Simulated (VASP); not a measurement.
Set up this calculation in VASP 6.6.1, as the native input.

```
Task                   : relaxation of cell and atoms
Functional             : PBE
Potentials or basis    : VASP PAW PBE potentials, release 64 (Sm_3, Ta_pv, Cl), 4f in core
Cutoff                 : 500 eV
k mesh                 : 5 × 5 × 2
Occupations            : gaussian, width 0.2 eV
Spin                   : no spin polarisation
Dipole correction      : no
Further INCAR settings : ALGO = Normal; EDIFF = 1e-07; IBRION = 2; EDIFFG = -0.08; NSW = 36; ISIF = 3
```

The structure of SmTa3Cl2 lies in POSCAR:

```
SmTa3Cl2
1.0
    4.1904778000      0.0000000000      0.0000000000
   -2.0952389000      3.6290602300      0.0000000000
    0.0000000000      0.0000000000      9.1144165900
Sm Ta Cl
1 3 2
Direct
    0.0000000000      0.0000000000      0.0000000000
    0.3333333300      0.6666666700      0.5000000000
    0.0000000000      0.0000000000      0.6205756500
    0.0000000000      0.0000000000      0.3794243500
    0.6666666700      0.3333333300      0.0000000000
    0.3333333300      0.6666666700      0.0000000000
```

The cell was generated, and may not be a known phase.

The input as run:

INCAR

```
PREC = Accurate ; ENCUT = 500
EDIFF = 1E-7 ; ISMEAR = 0
SIGMA = 0.2 ; LREAL = False
LASPH = True ; NELM = 200
ALGO = Normal ; ISIF = 3
LWAVE = False ; LCHARG = False
GGA = PE ; IBRION = 2
NSW = 36 ; EDIFFG = -0.08
GGA_COMPAT = False ; NELMIN = 4
LMAXMIX = 6
```

KPOINTS

```
regular mesh
0
Gamma
  5 5 2
```

Potentials or basis: VASP PAW PBE potentials, release 64 (Sm_3, Ta_pv, Cl), 4f in core.

The run is started by

```console
$ cat potpaw_PBE.64/Sm_3/POTCAR potpaw_PBE.64/Ta_pv/POTCAR potpaw_PBE.64/Cl/POTCAR > POTCAR
$ mpirun -np 1 vasp_std > vasp.out
```

Results of the run:

The relaxed volume is 29.85 Å³/atom. The relaxed cell is a = 4.733 Å, b = 4.733 Å, c = 9.233 Å, α = 90.00°, β = 90.00°, γ = 120.00° and the space group after relaxing (to 0.1 Å) is P-6m2 (No. 187). The energy gained by relaxing is 819.7 meV/atom, the ionic steps are 7 and the pressure after relaxing is 0.0 GPa. The largest force after relaxing is 0.062 eV/Å and the band gap on the k mesh is zero (bands 29 and 30 overlap by 0.19 eV).

Caveat: the volume moved by over 15 % at a fixed basis, so the end points are rough; spin-orbit coupling is left out, which moves the levels of the heavy elements; the 4f electrons are frozen in the core, so they carry no moment and show no levels; the run has no spin polarisation, though such a crystal can be magnetic; the relaxation stopped at a loose force limit of 0.08 eV/Å, so its end isn't a converged minimum.

Wall time 2.7 min on 1 thread of Intel(R) Xeon(R) Platinum 8559C (Emerald Rapids) (shared host), peak memory 0.29 GiB.
